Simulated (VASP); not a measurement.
# KF (Fmmm) in VASP: a series of runs

The runs below take KF through single point, with LDA.

Everything below comes from runs of VASP 6.6.1. Logs are shortened: lines on timing, memory, paths and dates and some standing lists are left out, and cuts for length are marked.

## (1) The cell of the first run

It takes space group Fmmm (No. 69, orthorhombic). Conventional cell: a = 5.163 Å, b = 5.254 Å, c = 5.744 Å, α = 90.00°, β = 90.00°, γ = 90.00°. Within 3.4 Å of K (site symmetry mmm) lie 6 F at 2.58 to 2.87 Å. F (site symmetry mmm) has 6 K at 2.58 to 2.87 Å within 3.4 Å.

## (2) Single point, LDA (normal strain along x +0.0175, normal strain along z +0.1125)

Input file INCAR:

```
SYSTEM = KF
ALGO     = Normal         ! electronic algorithm
EDIFF    = 1E-7           ! SCF threshold, eV
ENCUT    = 520            ! plane-wave cutoff, eV
ISIF     = 2              ! what is computed and relaxed
ISMEAR   = 0              ! smearing method
LASPH    = .True.         ! aspherical terms in the spheres
LCHARG   = .True.         ! write CHGCAR
LELF     = .True.         ! ELF
LREAL    = .False.        ! projectors in reciprocal space
LVHAR    = .True.       
LWAVE    = .False.        ! write WAVECAR
NBANDS   = 15             ! bands
NELM     = 100            ! most SCF steps
PREC     = Accurate       ! precision mode
SIGMA    = 0.05           ! smearing width, eV
```

Input file KPOINTS:

```
k-points
0
Gamma
  8 8 8
  0 0 0
```

Input file POSCAR:

```
KF
1.0
    0.0000000000      2.5817196783      2.8721631421
    2.6268997727      0.0000000000      2.8721631421
    2.6268997727      2.5817196783      0.0000000000
K F
1 1
Direct
    0.0000000000      0.0000000000      0.0000000000
    0.5000000000      0.5000000000      0.5000000000
```

Potentials or basis: VASP PAW LDA potentials, release 64 (K_sv, F).

Run with:

```
$ cat potpaw_LDA.64/K_sv/POTCAR potpaw_LDA.64/F/POTCAR > POTCAR
$ mpirun -np 1 vasp_std > vasp.out
```

OUTCAR:

```text
SYSTEM = KF
   EDIFF = 1E-7
   ENCUT = 520
   ISIF = 2
   ISMEAR = 0
   LASPH = .True.
   LREAL = .False.
   NELM = 100
   PREC = Accurate

 ion  position               nearest neighbor table
   1  0.000  0.000  0.000-   2 2.58   2 2.58   2 2.63   2 2.63
   2  0.500  0.500  0.500-   1 2.58   1 2.58   1 2.63   1 2.63

  LATTYP: Found a face centered orthorhombic cell.
 ALAT       =     5.1634393566
 B/A-ratio  =     1.0175000000
 C/A-ratio  =     1.1125000000

  Lattice vectors:

 A1 = (   2.6268997727,   0.0000000000,  -2.8721631421)
 A2 = (   0.0000000000,   2.5817196783,  -2.8721631421)
 A3 = (   2.6268997727,   2.5817196783,   0.0000000000)

Analysis of symmetry for initial positions (statically):
=====================================================================
 Subroutine PRICEL returns:
 Original cell was already a primitive cell.

 Routine SETGRP: Setting up the symmetry group for a
 face centered orthorhombic supercell.

 Subroutine GETGRP returns: Found  8 space group operations
 (whereof  8 operations were pure point group operations)
 out of a pool of  8 trial point group operations.

The static configuration has the point symmetry D_2h.

Analysis of symmetry for dynamics (positions and initial velocities):
=====================================================================
 Subroutine PRICEL returns:
 Original cell was already a primitive cell.

 Routine SETGRP: Setting up the symmetry group for a
 face centered orthorhombic supercell.

 Subroutine GETGRP returns: Found  8 space group operations
 (whereof  8 operations were pure point group operations)
 out of a pool of  8 trial point group operations.

The dynamic configuration has the point symmetry D_2h.

 Subroutine INISYM returns: Found  8 space group operations
 (whereof  8 operations are pure point group operations),
 and found     1 'primitive' translations

----------------------------------------------------------------------------------------

                                     Primitive cell

  volume of cell :      38.9576

  direct lattice vectors                    reciprocal lattice vectors
     0.000000000  2.581719678  2.872163142    -0.190338438  0.193669361  0.174084819
     2.626899773  0.000000000  2.872163142     0.190338438 -0.193669361  0.174084819
     2.626899773  2.581719678  0.000000000     0.190338438  0.193669361 -0.174084819

  length of vectors
     3.861942207  3.892290268  3.683188688     0.322555525  0.322555525  0.322555525

  position of ions in fractional coordinates (direct lattice)
     0.000000000  0.000000000  0.000000000
     0.500000000  0.500000000  0.500000000

  ion indices of the primitive-cell ions
   primitive index   ion index
                 1           1
                 2           2

----------------------------------------------------------------------------------------

 KPOINTS: k-points

Automatic generation of k-mesh.
 Grid dimensions read from file:
 generate k-points for:    8    8    8

 Generating k-lattice:

  Cartesian coordinates                     Fractional coordinates (reciprocal lattice)
    -0.023792305  0.024208670  0.021760602     0.125000000  0.000000000  0.000000000
     0.023792305 -0.024208670  0.021760602     0.000000000  0.125000000  0.000000000
     0.023792305  0.024208670 -0.021760602    -0.000000000 -0.000000000  0.125000000

  Length of vectors
     0.040319441  0.040319441  0.040319441

  Shift w.r.t. Gamma in fractional coordinates (k-lattice)
     0.000000000  0.000000000  0.000000000

 Subroutine IBZKPT returns following result:
 ===========================================

 Found     95 irreducible k-points:

 Following reciprocal coordinates:
            Coordinates               Weight
  0.000000  0.000000  0.000000      1.000000
  0.125000  0.000000  0.000000      8.000000
  0.250000  0.000000  0.000000      8.000000
  0.375000  0.000000  0.000000      8.000000
  0.500000  0.000000  0.000000      4.000000
  0.125000  0.125000  0.000000      2.000000
[... 16 lines left out ...]
  0.250000  0.000000  0.125000      8.000000
  0.375000  0.000000  0.125000      8.000000
 [... further k-points ...]
   k-points           NKPTS =     95   k-points in BZ     NKDIM =     95   number of bands    NBANDS=     15
   number of dos      NEDOS =    301   number of ions     NIONS =      2
   total plane-waves  NPLWV =  25200
   dimension x,y,z NGX =    30 NGY =   30 NGZ =   28
   dimension x,y,z NGXF=    60 NGYF=   60 NGZF=   56
   ions per type =               1   1
   NGX,Y,Z   is equivalent  to a cutoff of  12.91, 12.81, 12.64 a.u.
   NGXF,Y,Z  is equivalent  to a cutoff of  25.83, 25.63, 25.28 a.u.
 SYSTEM =  KF
   PREC   = accura    normal or accurate (medium, high low for compatibility)
   ISTART =      0    job   : 0-new  1-cont  2-samecut
   ICHARG =      2    charge: 1-file 2-atom 10-const
   ISPIN  =      1    spin polarized calculation?
   LNONCOLLINEAR =      F non collinear calculations
   LSORBIT =      F    spin-orbit coupling
   LASPH  =      T    aspherical Exc in radial PAW
   ENCUT  =  520.0 eV  38.22 Ry    6.18 a.u.   7.18  7.24  6.85*2*pi/ulx,y,z
   NELM   =    100;   NELMIN=  2; NELMDL= -5     # of ELM steps
   EDIFF  = 0.1E-06   stopping-criterion for ELM
   LREAL  =      F    real-space projection
   EDIFFG = 0.1E-05   stopping-criterion for IOM
   NSW    =      0    number of steps for IOM
   IBRION =     -1    ionic relax: 0-MD 1-quasi-New 2-CG
   NFREE  =      0    steps in history (QN), initial steepest desc. (CG)
   ISIF   =      2    stress and relaxation
   ISYM   =      2    0-nonsym 1-usesym 2-fastsym
   POTIM  = 0.5000    time-step for ionic-motion
   TEBEG  =    0.0;   TEEND  =   0.0 temperature during run
   PSTRESS=    0.0 pullay stress
   NELECT =      16.0000    total number of electrons
   NUPDOWN=      -1.0000    fix difference up-down
   EMIN   =  10.00;   EMAX   =-10.00  energy-range for DOS
   EFERMI =   0.00;   METHOD = LEGACY
   ISMEAR =     0;   SIGMA  =   0.05  broadening in eV -4-tet -1-fermi 0-gaus
   EFERMI_NEDOS =   21; number of points for ismear=-14 and -15
   IALGO  =     38    algorithm
   IMIX   =      4    mixing-type and parameters
     AMIX     =   0.40;   BMIX     =  1.00
     AMIX_MAG =   1.60;   BMIX_MAG =  1.00
  volume/ion in A,a.u.               =      19.48       131.45
  Fermi-wavevector in a.u.,A,eV,Ry     =   1.216889  2.299587 20.147760  1.480819
  Thomas-Fermi vector in A             =   2.352228
   LORBIT       =      0    0 simple, 1 ext, 2 COOP (PROOUT), +10 PAW based schemes
   GGA     = CA    functional components
   LHFCALC =     F    Hartree Fock is set to
   AEXX    =    0.0000 exact exchange contribution
   IVDW    =     0    specifies the selected vdW correction
   LEPSILON=     F    determine dielectric tensor
   LRPA    =     F    only Hartree local field effects (RPA)
 non-spin polarized calculation
 Gauss-broadening in eV      SIGMA  =   0.05
  energy-cutoff  :      520.00
  volume of cell :       38.96
 maximum number of plane-waves:      1070
 NGX is ok and might be reduce to    30
   NGX = 15   NGY = 15   NGZ = 13

 number of electron      15.9999996 magnetization

 Free energy of the ion-electron system (eV)
  ---------------------------------------------------
  ext. energy  EPLUGINS =         0.00000000
  ---------------------------------------------------
  free energy    TOTEN  =        -8.99004061 eV

  energy without entropy =       -8.99004061  energy(sigma->0) =       -8.99004061

 E-fermi :  -2.9861     XC(G=0):  -9.0091

 val. band max:       -3.2252595394   @ k =   0.0000   0.0000   0.0000
 cond. band min:       2.3567853687   @ k =   0.0000   0.0000   0.0000
 fundamental gap:      5.5820449081
 Fermi energy:        -2.9861205829

 k-point     1 :       0.0000    0.0000    0.0000
  band No.  band energies     occupation
      1     -28.9468      2.00000
      2     -21.5042      2.00000
      3     -12.4639      2.00000
      4     -12.4317      2.00000
      5     -12.4238      2.00000
      6      -3.3605      2.00000
      7      -3.2623      2.00000
      8      -3.2253      2.00000
      9       2.3568      0.00000
     10       6.8243      0.00000
     11       7.3787      0.00000
     12       7.4752      0.00000
     13       8.4978      0.00000
     14       9.3815      0.00000
     15      13.0388      0.00000

 k-point     2 :       0.1250    0.0000    0.0000
  band No.  band energies     occupation
      1     -28.9324      2.00000
      2     -21.5190      2.00000
      3     -12.4934      2.00000
      4     -12.4476      2.00000
      5     -12.4251      2.00000
      6      -3.4499      2.00000
      7      -3.3569      2.00000
      8      -3.3042      2.00000
      9       2.7851      0.00000
     10       6.8418      0.00000
     11       7.3308      0.00000
     12       7.6346      0.00000
     13       8.6563      0.00000
     14       9.5224      0.00000
     15      13.8273      0.00000

 k-point     3 :       0.2500    0.0000    0.0000
  band No.  band energies     occupation
      1     -28.8973      2.00000
      2     -21.5554      2.00000
      3     -12.5831      2.00000
      4     -12.4760      2.00000
      5     -12.4181      2.00000
      6      -3.7456      2.00000
      7      -3.4886      2.00000
      8      -3.4586      2.00000
      9       3.8513      0.00000
     10       6.5310      0.00000
     11       7.7475      0.00000
     12       8.1589      0.00000
     13       9.1775      0.00000
     14       9.9284      0.00000
     15      14.8042      0.00000

 k-point     4 :       0.3750    0.0000    0.0000
  band No.  band energies     occupation
      1     -28.8618      2.00000
      2     -21.5924      2.00000
      3     -12.6757      2.00000
      4     -12.4998      2.00000
      5     -12.4103      2.00000
      6      -4.0174      2.00000
      7      -3.6062      2.00000
      8      -3.5989      2.00000
      9       4.9780      0.00000
     10       6.4906      0.00000
     11       8.1992      0.00000
     12       8.7185      0.00000
     13      10.1251      0.00000
     14      10.5701      0.00000
     15      13.3556      0.00000
[... 307 lines left out ...]
 k-point    22 :       0.1250    0.0000    0.1250
  band No.  band energies     occupation
      1     -28.9246      2.00000
      2     -21.5297      2.00000
      3     -12.4899      2.00000
      4     -12.4716      2.00000
      5     -12.4142      2.00000
      6      -3.5414      2.00000
      7      -3.3889      2.00000
      8      -3.2865      2.00000
      9       2.9000      0.00000
     10       6.7662      0.00000
     11       7.3056      0.00000
     12       7.7665      0.00000
     13       8.7452      0.00000
     14       9.6026      0.00000
     15      14.1953      0.00000

 k-point    23 :       0.2500    0.0000    0.1250
  band No.  band energies     occupation
      1     -28.8951      2.00000
      2     -21.5566      2.00000
      3     -12.5529      2.00000
      4     -12.5153      2.00000
      5     -12.4249      2.00000
      6      -3.7757      2.00000
      7      -3.4562      2.00000
      8      -3.3726      2.00000
      9       3.7055      0.00000
     10       6.2358      0.00000
     11       7.9002      0.00000
     12       8.2203      0.00000
     13       9.1639      0.00000
     14       9.8409      0.00000
     15      15.2336      0.00000

 k-point    24 :       0.3750    0.0000    0.1250
  band No.  band energies     occupation
      1     -28.8607      2.00000
      2     -21.5842      2.00000
      3     -12.6553      2.00000
      4     -12.5384      2.00000
      5     -12.4552      2.00000
      6      -3.9374      2.00000
      7      -3.5747      2.00000
      8      -3.5104      2.00000
      9       4.8371      0.00000
     10       6.0613      0.00000
     11       8.3903      0.00000
     12       8.6695      0.00000
     13      10.0438      0.00000
     14      10.3169      0.00000
     15      13.8001      0.00000

 [... further k-points ...]
[... 5 lines left out ...]
  --------------------------------------------------------------------------------------
  -------------------------------------------------------------------------------------
  Total       -0.6460649     -0.3924237     -1.2673644      0.0000000      0.0000000      0.0000000
  in kB      -26.5702145    -16.1389051    -52.1219198      0.0000000      0.0000000      0.0000000
  external PRESSURE =     -31.6103465 kB  Pullay stress =       0.0000000 kB

 VOLUME and BASIS-vectors are now :
 -----------------------------------------------------------------------------
  energy-cutoff  :      520.00
  volume of cell :       38.96
      direct lattice vectors                 reciprocal lattice vectors
     0.000000000  2.581719678  2.872163142    -0.190338438  0.193669361  0.174084819
     2.626899773  0.000000000  2.872163142     0.190338438 -0.193669361  0.174084819
     2.626899773  2.581719678  0.000000000     0.190338438  0.193669361 -0.174084819

 POSITION                                       TOTAL-FORCE (eV/Angst)
 -----------------------------------------------------------------------------------
      0.00000      0.00000      0.00000         0.000000      0.000000      0.000000
      2.62690      2.58172      2.87216         0.000000     -0.000000      0.000000
 -----------------------------------------------------------------------------------
    total drift:                                0.000000      0.000000      0.000000

  FREE ENERGIE OF THE ION-ELECTRON SYSTEM (eV)
  ---------------------------------------------------
  free  energy   TOTEN  =        -8.9900406109 eV

  energy  without entropy=       -8.9900406109  energy(sigma->0) =       -8.99004061
```

Run time: 36 s. Hardware: 1 thread of AMD EPYC 9R45 (Zen 5), shared host; peak memory 0.15 GiB.

Results:

* Free energy: -8.9900 eV
* Pressure: -3.2 GPa
* Band gap on the k mesh: 5.58 eV, direct

Stress tensor (GPa, compression positive):
```
-2.66  0.00  0.00
 0.00 -1.61  0.00
 0.00  0.00 -5.21
```

Caveat: the cell differs from its parent crystal (normal strain along x +0.0175, normal strain along z +0.1125). A k mesh can miss the band edges.

## (3) Single point, LDA (normal strain along x +0.0700, normal strain along z +0.0750)

Input file INCAR:

```
ALGO = Normal
EDIFF = 1E-6
ENCUT = 520
GGA = CA
ISIF = 2
ISMEAR = 0
LASPH = T
LCHARG = T
LELF = T
LREAL = F
LVHAR = T
LWAVE = F
NBANDS = 15
NELM = 80
PREC = Accurate
SIGMA = 0.05
```

Input file KPOINTS:

```
k-points
0
Gamma
  8 8 8
```

Input file POSCAR:

```
KF
1.0
    0.0000000000      2.5817196783      2.7753486542
    2.7624400558      0.0000000000      2.7753486542
    2.7624400558      2.5817196783      0.0000000000
K F
1 1
Direct
    0.0000000000      0.0000000000      0.0000000000
    0.5000000000      0.5000000000      0.5000000000
```

Potentials or basis: VASP PAW LDA potentials, release 64 (K_sv, F).

Run with:

```
$ cat potpaw_LDA.64/K_sv/POTCAR potpaw_LDA.64/F/POTCAR > POTCAR
$ mpirun -np 1 vasp_std > vasp.out
```

It took 32 s on 1 thread of AMD EPYC 9R45 (Zen 5), shared host; peak memory 0.15 GiB.

It converged, with:

```
Free energy            : -8.9858 eV
Pressure               : -3.9 GPa
Band gap on the k mesh : 5.51 eV, direct
```

Stress tensor (GPa, compression positive):
```
-4.77  0.00  0.00
 0.00 -1.94  0.00
 0.00  0.00 -4.87
```

Levels at points of the mesh, in eV from the valence-band top:
```csv
k point,band 5,band 6,band 7,band 8,band 9,band 10,band 11,band 12
"(0.00, 0.00, 0.00)",-9.29,-0.11,-0.11,0.00,5.51,10.22,10.25,10.64
"(0.50, 0.00, 0.00)",-9.28,-0.89,-0.43,-0.41,8.54,9.86,11.51,11.99
"(0.50, 0.50, 0.00)",-9.44,-0.37,-0.17,-0.05,7.92,9.81,10.80,13.32
"(0.50, 0.00, 0.50)",-9.54,-0.19,-0.18,-0.18,7.63,9.92,11.45,13.32
"(0.00, 0.50, 0.50)",-9.44,-0.36,-0.17,-0.05,7.90,9.80,10.84,13.31
```

Caveat: the cell differs from its parent crystal (normal strain along x +0.0700, normal strain along z +0.0750). A k mesh can miss the band edges.
